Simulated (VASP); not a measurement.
Here is a VASP 6.6.1 calculation.

INCAR

```
ALGO = Normal
EDIFF = 1E-6
ENCUT = 520
GGA = PE
GGA_COMPAT = False
ISIF = 2
ISMEAR = 0
KPAR = 2
LASPH = True
LCHARG = False
LREAL = Auto
LWAVE = False
NBANDS = 182
NCORE = 2
NELECT = 312.0
NELM = 120
PREC = Accurate
SIGMA = 0.02
```

File KPOINTS:

```
k-points
0
Gamma
  2 2 2
```

File POSCAR:

```
Ba8Ti8O23
1.0
    7.9682000000      0.0000000000      0.0000000000
    0.0000000000      5.6741000000      5.6916000000
    0.0000000000     -5.6741000000      5.6916000000
Ba Ti O
8 8 23
Direct
    0.0061255993     -0.0000484086      0.0056684452
    0.0042102357     -0.0013764312      0.4995488256
    0.0093949700      0.5082519412      0.0080520858
    0.0044562134      0.5069815311      0.5024007165
    0.4887787706     -0.0018210879      0.0057679570
    0.4896218719     -0.0030436273      0.4979974189
    0.4901971587      0.5056915357      0.0047264487
    0.4898052258      0.5077282995      0.4999695360
    0.2427637359      0.2589051915      0.2568151684
    0.2399342386      0.2585526164      0.7594015616
    0.2418867498      0.7596329154      0.2592099408
    0.2426596973      0.7572045155      0.7578650608
    0.7461868427      0.2644657321      0.2730188066
    0.7359482694      0.2385453960      0.7320338787
    0.7423177129      0.7627794814      0.2611570215
    0.7462440702      0.7718194071      0.7676094002
   -0.0045249868      0.2460169940      0.2380943279
    0.2519738460      0.2444285853      0.4856587364
    0.2518992997      0.4918755609      0.2510250295
    0.0070825280      0.2353471747      0.7401495222
    0.2509836600      0.2448096704      0.9920416543
    0.2507060566      0.4915722027      0.7438180215
    0.0055627369      0.7476210737      0.2475521641
    0.2514398484      0.7473990435      0.4934109220
    0.2514649482      0.9933752418      0.2472579721
   -0.0031147562      0.7406293395      0.7459494784
    0.2517466931      0.7501820518      0.9920487796
    0.2520318265      0.9857507765      0.7441942301
    0.5131967069      0.2455990103      0.2363044966
    0.7506887377      0.2656773942      0.5012823359
    0.7526885620      0.4903094428      0.2426837401
    0.5019417183      0.2360316704      0.7411910789
    0.7540366708      0.4164155800      0.8552252591
    0.5052823724      0.7475232455      0.2473170454
    0.7524937878      0.7443629625      0.4955358357
    0.7524337994      0.9983688003      0.2436986324
    0.5122135489      0.7391097315      0.7457442639
    0.7527811802      0.7484521104      0.9941627958
    0.7517520896      1.0014024542      0.7677786196
```

Potentials or basis: VASP PAW PBE potentials, release 64 (Ba_sv, Ti_sv, O).

The run is started by

```bash
$ cat potpaw_PBE.64/Ba_sv/POTCAR potpaw_PBE.64/Ti_sv/POTCAR potpaw_PBE.64/O/POTCAR > POTCAR
$ mpirun -np 4 vasp_std > vasp.out
```

(1) Estimate the largest force.

## Answers

(1) 0.555 eV/Å.

Caveat: the cell carries a net charge on a neutralising background, which shifts energy and pressure.
